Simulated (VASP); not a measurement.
FeO, 2 atoms in the cell. The structure is tetragonal, space group I4/mmm (No. 139). The conventional cell has a = 3.204 Å, b = 3.204 Å, c = 4.167 Å, α = 90.00°, β = 90.00°, γ = 90.00°. Fe (site symmetry 4/mmm) has 6 O at 2.08 to 2.27 Å within 2.8 Å. O (site symmetry 4/mmm) has 6 Fe at 2.08 to 2.27 Å within 2.8 Å. 

- Program: VASP 6.6.1
- Task: single point
- Functional: PBEsol-based screened hybrid with 25 % exact exchange
- Potentials or basis: VASP PAW PBE potentials, release 64 (Fe, O)
- Cutoff: 520 eV
- k mesh: 6 × 6 × 6
- Occupations: fermi-dirac, width 0.05 eV
- Spin: collinear spin, ferromagnetic start
- Starting moments: [3.0, 0.0] μB
- Dipole correction: no
- Grid for exact exchange (PRECFOCK): Normal
- Share of exact exchange: 0.25
- Further INCAR settings: ALGO = Normal; EDIFF = 1e-06; NBANDS = 18
- Screening parameter: 0.207 1/Å

Potentials or basis: VASP PAW PBE potentials, release 64 (Fe, O).

Command:

```bash
$ cat potpaw_PBE.64/Fe/POTCAR potpaw_PBE.64/O/POTCAR > POTCAR
$ cp INCAR.step1 INCAR
$ mpirun -np 4 vasp_std > vasp.out
$ cp INCAR.step2 INCAR
$ mpirun -np 4 vasp_std > vasp.out
```

Hardware: 4 MPI ranks on Intel(R) Xeon(R) Platinum 8375C CPU @ 2.90GHz (Ice Lake), on a shared host.

**Question.** How long does it take, and how much memory?

**Answer.** Wall time 34 min on 4 MPI ranks on Intel(R) Xeon(R) Platinum 8375C CPU @ 2.90GHz (Ice Lake), on a shared host, peak memory 0.25 GiB a rank. Counts: k points 30.
